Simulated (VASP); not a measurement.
# TiN (Osbornite) (Fm-3m) in VASP: notebook

The runs below take TiN (Osbornite) through relaxation of cell and atoms, single point, with PBE, r2SCAN.

Everything below comes from runs of VASP 6.6.1. Logs are shortened: lines on timing, memory, paths and dates and some standing lists are left out, and cuts for length are marked.

## 1. The cell of the first run

It takes space group Fm-3m (No. 225, cubic). Conventional cell: a = 4.238 Å, b = 4.238 Å, c = 4.238 Å, α = 90.00°, β = 90.00°, γ = 90.00°. Within 2.8 Å of Ti (site symmetry m-3m) lie 6 N at 2.12 Å. Within 2.8 Å of N (site symmetry m-3m) lie 6 Ti at 2.12 Å.

## 2. Relaxation of cell and atoms, PBE

INCAR reads:

```
ALGO = Normal ; EDIFF = 1E-6
EDIFFG = -0.005 ; ENCUT = 600
GGA = PE ; IBRION = 2
ISIF = 3 ; ISMEAR = -1
LASPH = True ; LCHARG = False
LREAL = False ; LWAVE = False
NELM = 60 ; NSW = 80
PREC = Accurate ; SIGMA = 0.02
```

KPOINTS reads:

```
k-points
0
Gamma
  10 10 10
```

POSCAR reads:

```
TiN
1.0
    0.0000000000      2.1190000000      2.1190000000
    2.1190000000      0.0000000000      2.1190000000
    2.1190000000      2.1190000000      0.0000000000
Ti N
1 1
Direct
    0.0000000000      0.0000000000      0.0000000000
    0.5000000000      0.5000000000      0.5000000000
```

Potentials or basis: VASP PAW PBE potentials, release 64 (Ti_sv, N).

The run is started by

```sh
> cat potpaw_PBE.64/Ti_sv/POTCAR potpaw_PBE.64/N/POTCAR > POTCAR
> mpirun -np 1 vasp_std > vasp.out
```

OUTCAR:

```text
EDIFF = 1E-6
   EDIFFG = -0.005
   ENCUT = 600
   GGA = PE
   IBRION = 2
   ISIF = 3
   ISMEAR = -1
   LASPH = True
   LREAL = False
   NELM = 60
   NSW = 80
   PREC = Accurate

 ion  position               nearest neighbor table
   1  0.000  0.000  0.000-   2 2.12   2 2.12   2 2.12   2 2.12   2 2.12   2 2.12
   2  0.500  0.500  0.500-   1 2.12   1 2.12   1 2.12   1 2.12   1 2.12   1 2.12

  LATTYP: Found a face centered cubic cell.
 ALAT       =     4.2380000000

  Lattice vectors:

 A1 = (   0.0000000000,   2.1190000000,   2.1190000000)
 A2 = (   2.1190000000,   0.0000000000,   2.1190000000)
 A3 = (   2.1190000000,   2.1190000000,   0.0000000000)

Analysis of symmetry for initial positions (statically):
=====================================================================
 Subroutine PRICEL returns:
 Original cell was already a primitive cell.

 Routine SETGRP: Setting up the symmetry group for a
 face centered cubic supercell.

 Subroutine GETGRP returns: Found 48 space group operations
 (whereof 48 operations were pure point group operations)
 out of a pool of 48 trial point group operations.

The static configuration has the point symmetry O_h .

Analysis of symmetry for dynamics (positions and initial velocities):
=====================================================================
 Subroutine PRICEL returns:
 Original cell was already a primitive cell.

 Routine SETGRP: Setting up the symmetry group for a
 face centered cubic supercell.

 Subroutine GETGRP returns: Found 48 space group operations
 (whereof 48 operations were pure point group operations)
 out of a pool of 48 trial point group operations.

The dynamic configuration has the point symmetry O_h .

 Subroutine INISYM returns: Found 48 space group operations
 (whereof 48 operations are pure point group operations),
 and found     1 'primitive' translations

----------------------------------------------------------------------------------------

                                     Primitive cell

  volume of cell :      19.0293

  direct lattice vectors                    reciprocal lattice vectors
     0.000000000  2.119000000  2.119000000    -0.235960359  0.235960359  0.235960359
     2.119000000  0.000000000  2.119000000     0.235960359 -0.235960359  0.235960359
     2.119000000  2.119000000  0.000000000     0.235960359  0.235960359 -0.235960359

[... 96 lines left out ...]
   EMIN   =  10.00;   EMAX   =-10.00  energy-range for DOS
   EFERMI =   0.00;   METHOD = LEGACY
   ISMEAR =    -1;   SIGMA  =   0.02  broadening in eV -4-tet -1-fermi 0-gaus
   EFERMI_NEDOS =   21; number of points for ismear=-14 and -15
   IALGO  =     38    algorithm
   IMIX   =      4    mixing-type and parameters
     AMIX     =   0.40;   BMIX     =  1.00
     AMIX_MAG =   1.60;   BMIX_MAG =  1.00
  volume/ion in A,a.u.               =       9.51        64.21
  Fermi-wavevector in a.u.,A,eV,Ry     =   1.576704  2.979539 33.824024  2.485996
  Thomas-Fermi vector in A             =   2.677497
   LORBIT       =      0    0 simple, 1 ext, 2 COOP (PROOUT), +10 PAW based schemes
   GGA     = PE    functional components
   LHFCALC =     F    Hartree Fock is set to
   AEXX    =    0.0000 exact exchange contribution
   IVDW    =     0    specifies the selected vdW correction
   LEPSILON=     F    determine dielectric tensor
   LRPA    =     F    only Hartree local field effects (RPA)
 conjugate gradient relaxation of ions
 non-spin polarized calculation
  energy-cutoff  :      600.00
  volume of cell :       19.03
 maximum number of plane-waves:       647
   NGX = 11   NGY = 11   NGZ = 11

--------------------------------------- Ionic step        1  -------------------------------------------

 number of electron      17.0000002 magnetization

 Free energy of the ion-electron system (eV)
  ---------------------------------------------------
  ext. energy  EPLUGINS =         0.00000000
  ---------------------------------------------------
  free energy    TOTEN  =       -19.63939324 eV

  energy without entropy =      -19.63738515  energy(sigma->0) =      -19.63838919

------------------------ aborting loop because EDIFF is reached ----------------------------------------

  FORCE on cell =-STRESS in cart. coord.  units (eV):
  Direction    XX          YY          ZZ          XY          YZ          ZX
  --------------------------------------------------------------------------------------
  -------------------------------------------------------------------------------------
  Total        0.2405376      0.2405376      0.2405376      0.0000000      0.0000000      0.0000000
  in kB       20.2521327     20.2521327     20.2521327      0.0000000      0.0000000      0.0000000
  external PRESSURE =      20.2521327 kB  Pullay stress =       0.0000000 kB
[... 95 lines left out ...]
--------------------------------------- Ionic step        4  -------------------------------------------

 number of electron      17.0000002 magnetization

 Free energy of the ion-electron system (eV)
  ---------------------------------------------------
  ext. energy  EPLUGINS =         0.00000000
  ---------------------------------------------------
  free energy    TOTEN  =       -19.64029504 eV

  energy without entropy =      -19.63828276  energy(sigma->0) =      -19.63928890

 E-fermi :  11.5104     XC(G=0): -12.9955

 val. band max:       11.2522107090   @ k =   0.4000   0.2000   0.1000
 cond. band min:      11.5124119302   @ k =  -0.4000   0.3000   0.0000
 fundamental gap:      0.2602012213
 Fermi energy:        11.5104206761

 k-point     1 :       0.0000    0.0000    0.0000
  band No.  band energies     occupation
      1     -46.4822      2.00000
      2     -22.4661      2.00000
      3     -22.4661      2.00000
      4     -22.4661      2.00000
      5      -5.6892      2.00000
      6       9.3458      2.00000
      7       9.3458      2.00000
      8       9.3458      2.00000
      9      10.7816      2.00000
     10      10.7816      2.00000
     11      10.7816      2.00000
     12      11.9657      0.00000
[... 331 lines left out ...]
 k-point    24 :       0.4000    0.3000    0.0000
  band No.  band energies     occupation
      1     -46.3816      2.00000
      2     -22.9066      2.00000
      3     -22.6377      2.00000
      4     -22.6190      2.00000
      5      -4.1962      2.00000
      6       5.0170      2.00000
      7       7.3014      2.00000
      8       7.7715      2.00000
      9       9.5178      2.00000
     10      13.1224      0.00000
     11      13.7160      0.00000
     12      13.8155      0.00000

 [... further k-points ...]
[... 5 lines left out ...]
  --------------------------------------------------------------------------------------
  -------------------------------------------------------------------------------------
  Total        0.0026055      0.0026055      0.0026055      0.0000000      0.0000000      0.0000000
  in kB        0.2178302      0.2178302      0.2178302      0.0000000      0.0000000      0.0000000
  external PRESSURE =       0.2178302 kB  Pullay stress =       0.0000000 kB
[... 17 lines left out ...]
  FREE ENERGIE OF THE ION-ELECTRON SYSTEM (eV)
  ---------------------------------------------------
  free  energy   TOTEN  =       -19.6402950369 eV

  energy  without entropy=      -19.6382827551  energy(sigma->0) =      -19.63928890

 reached required accuracy - stopping structural energy minimisation
```

OSZICAR:

```text
N       E                     dE             d eps       ncg     rms          rms(c)
DAV:   1     0.153135191273E+03    0.15314E+03   -0.97284E+03  1128   0.187E+03
DAV:   2    -0.108662034870E+02   -0.16400E+03   -0.15784E+03  1208   0.443E+02
[... 36 lines left out ...]
   3 F= -.19640297E+02 E0= -.19639291E+02  d E =-.904166E-03
       N       E                     dE             d eps       ncg     rms          rms(c)
DAV:   1    -0.196403101181E+02   -0.12817E-04   -0.44874E-04  1136   0.347E-01    0.394E-02
DAV:   2    -0.196402953638E+02    0.14754E-04   -0.60648E-05  1176   0.127E-01    0.106E-02
DAV:   3    -0.196402944609E+02    0.90291E-06   -0.11770E-05  1156   0.320E-02    0.378E-03
DAV:   4    -0.196402950369E+02   -0.57596E-06   -0.35096E-06  1144   0.222E-02
   4 F= -.19640295E+02 E0= -.19639289E+02  d E =-.901800E-03
```

CONTCAR:

```text
TiN
   1.00000000000000
     0.0000000000000000    2.1239955858004751    2.1239955858004751
     2.1239955858004751    0.0000000000000000    2.1239955858004751
     2.1239955858004751    2.1239955858004751    0.0000000000000000
  Ti              N
     1     1
Direct
     0.0000000000000000    0.0000000000000000    0.0000000000000000
     0.5000000000000000    0.5000000000000000    0.5000000000000000

  0.00000000E+00  0.00000000E+00  0.00000000E+00
  0.00000000E+00  0.00000000E+00  0.00000000E+00
```

It took 54 s on 1 thread of Intel Xeon 8259CL, shared host; peak memory 0.15 GiB.

Results:

- Free energy: -19.6403 eV
- Relaxed volume: 9.58 Å³/atom
- Relaxed cell: a = 3.004 Å, b = 3.004 Å, c = 3.004 Å, α = 60.00°, β = 60.00°, γ = 60.00°
- Space group after relaxing (to 0.05 Å): Fm-3m (No. 225)
- Energy gained by relaxing: 0.5 meV/atom
- Ionic steps: 4
- Pressure after relaxing: 0.0 GPa

The path:
| step | energy change (eV) | largest force (eV/Å) | pressure (GPa) | volume (Å³) |
| --- | --- | --- | --- | --- |
| 1 | 0.0000 | 0.0000 | 2.03 | 19.03 |
| 2 | 0.0007 | 0.0000 | -2.66 | 19.36 |
| 3 | -0.0009 | 0.0000 | -0.09 | 19.17 |
| 4 | -0.0009 | 0.0000 | 0.02 | 19.16 |

Final structure:
```
Ti N
1.0
     0.00000    2.12400    2.12400
     2.12400    0.00000    2.12400
     2.12400    2.12400    0.00000
Ti N
1 1
Direct
  0.00000 0.00000 0.00000
  0.50000 0.50000 0.50000
```

[end of part 1 of 2]
